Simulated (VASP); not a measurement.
Wanted: the native input for a VASP 6.6.1 run.

```yaml
Task: single point
Functional: PBE
Potentials_or_basis: VASP PAW PBE potentials, release 64 (Hg_sv_GW, H)
Cutoff: 550 eV
k_mesh: 6 × 6 × 6
Occupations: gaussian, width 0.1 eV
Spin: no spin polarisation
Dipole_correction: no
Further_INCAR_settings: ALGO = Normal; EDIFF = 1e-06; NBANDS = 22
```

The structure of HgH5 lies in POSCAR:

```
HgH5
1.0
    4.0858701984      0.0000000000      0.0000000000
   -2.0429350992      3.5384673884      0.0000000000
    0.0000000000      0.0000000000      2.8241726983
Hg H
1 5
Direct
    0.0000000000      0.0000000000      0.0000000000
    0.0000000000      0.5000000000      0.5000000000
    0.3333333333      0.6666666667      0.0000000000
    0.6666666667      0.3333333333      0.0000000000
    0.5000000000      0.0000000000      0.5000000000
    0.5000000000      0.5000000000      0.5000000000
```

The cell was generated, and may not be a known phase.

These files were run (other wordings do the same):

INCAR

```
PREC = Accurate ; ENCUT = 550
EDIFF = 1E-6 ; ISMEAR = 0
SIGMA = 0.1 ; LREAL = F
LASPH = T ; NELM = 120
ALGO = Normal ; ISIF = 2
LWAVE = F ; LCHARG = F
GGA = PE ; NBANDS = 22
GGA_COMPAT = F
```

KPOINTS

```
regular mesh
0
Gamma
  6 6 6
```

Potentials or basis: VASP PAW PBE potentials, release 64 (Hg_sv_GW, H).

Run with:

```sh
$ cat potpaw_PBE.64/Hg_sv_GW/POTCAR potpaw_PBE.64/H/POTCAR > POTCAR
$ mpirun -np 1 vasp_std > vasp.out
```

It gave:

```json
{"Pressure": "-0.5 GPa", "Band gap on the k mesh": "zero (an odd number of electrons rules out a gap without spin polarisation)"}
```

Caveat: the k points lie up to 0.37 Å⁻¹ apart, too coarse for converged energies and pressures of a metal; spin-orbit coupling is left out, which moves the levels of the heavy elements.

Run time: 20 s on 1 thread of Intel(R) Xeon(R) Platinum 8488C (Sapphire Rapids) (shared host), peak memory 0.19 GiB.
